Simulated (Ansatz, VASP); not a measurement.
GaGe3 in VASP and in Ansatz

INCAR

```
PREC     = Accurate       # precision mode
ENCUT    = 520            # plane-wave cutoff, eV
EDIFF    = 1E-7           # SCF threshold, eV
ISMEAR   = -1             # smearing method
SIGMA    = 0.05           # smearing width, eV
LREAL    = F              # projectors in reciprocal space
LASPH    = T              # aspherical terms in the spheres
NELM     = 80             # most SCF steps
ALGO     = Normal         # electronic algorithm
ISIF     = 2              # what is computed and relaxed
LWAVE    = F              # write WAVECAR
LCHARG   = F              # write CHGCAR
GGA      = PE             # functional
NBANDS   = 36             # bands
```

Contents of KPOINTS:

```
regular mesh
0
Gamma
  7 7 7
```

POSCAR

```
GaGe3
1.0
    0.0000000000      3.3180217411      3.3180217411
    3.3180217411      0.0000000000      3.3180217411
    3.3180217411      3.3180217411      0.0000000000
Ge Ga
3 1
Direct
    0.5000000000      0.5000000000      0.5000000000
    0.7500000000      0.7500000000      0.7500000000
    0.2500000000      0.2500000000      0.2500000000
    0.0000000000      0.0000000000      0.0000000000
```

File input.yaml:

```yaml
crystal:
  lattice:
    - [0.0, 3.3180217411, 3.3180217411]
    - [3.3180217411, 0.0, 3.3180217411]
    - [3.3180217411, 3.3180217411, 0.0]
  atoms:
    - { symbol: Ge, position: [0.5, 0.5, 0.5] }
    - { symbol: Ge, position: [0.75, 0.75, 0.75] }
    - { symbol: Ge, position: [0.25, 0.25, 0.25] }
    - { symbol: Ga, position: [0.0, 0.0, 0.0] }
hamiltonian:
  xc: pbe
  pseudopotentials: { kind: paw }
kpoints:
  mp_grid: { grid: [7, 7, 7] }
scf:
  occupations: { method: fermi_dirac, width: 0.05 }
output:
  forces: true
  stress: true
  eigenvalues: true
  write_density: true
  write_potential: true
  elf: true
  volumetric_format: npy
```

Alike in both runs: task single point; functional PBE; k mesh 7 × 7 × 7; occupations fermi-dirac, width 0.05 eV; no spin polarisation.

|  | VASP | Ansatz |
| --- | --- | --- |
| version | VASP 6.6.1 | Ansatz 0.2.0 |
| potentials or method | VASP PAW PBE potentials, release 64 (Ge_d, Ga_d) | Ansatz PAW |
| plane-wave cutoff (eV) | 520 | 420 |
| valence electrons in the cell | 55 | 55 |

VASP gave:

| Item | Value |
| --- | --- |
| gap on the k mesh at the Fermi level (eV) | none |
| pressure (GPa) | 3.9 |

Estimate Ansatz's values.

gap on the k mesh at the Fermi level (eV): none; pressure (GPa): 3.8.

A gap of «none» marks a metal or a gap that the smearing closes.
